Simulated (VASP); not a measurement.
Crystal: CdSe.

```
Cd Se
1.0
     0.00000    3.07027    3.07027
     3.07027    0.00000    3.07027
     3.07027    3.07027    0.00000
Cd Se
1 1
Direct
  0.00000 0.00000 0.00000
  0.25000 0.25000 0.25000
```

Program: VASP 6.6.1. Alike in all runs: task single point; no spin polarisation; cell as given; cutoff (eV) 520.

**Question.** Order these runs on this cell by their band gap on the k mesh, lowest first.
A. level PBE; potentials or basis VASP PAW PBE potentials, release 64 (Cd, Se); k mesh 4 × 4 × 4; smearing fermi-dirac 0.02 eV
B. level RPBE; potentials or basis VASP PAW PBE potentials, release 64 (Cd, Se); k mesh 8 × 8 × 8; smearing fermi-dirac 0.05 eV
C. level LDA; potentials or basis VASP PAW LDA potentials, release 64 (Cd, Se); k mesh 8 × 8 × 8; smearing fermi-dirac 0.05 eV
D. level r2SCAN+rVV10; potentials or basis VASP PAW PBE potentials, release 64 (Cd, Se); k mesh 8 × 8 × 8; smearing fermi-dirac 0.05 eV
E. level r2SCAN0; potentials or basis VASP PAW PBE potentials, release 64 (Cd, Se); k mesh 4 × 4 × 4; smearing fermi-dirac 0.05 eV; grid for exact exchange (PRECFOCK) Normal

**Answer.** C (0.30 eV), A (0.53 eV), B (0.72 eV), D (0.97 eV), E (2.46 eV).

Caveats: some runs use coarse meshes.
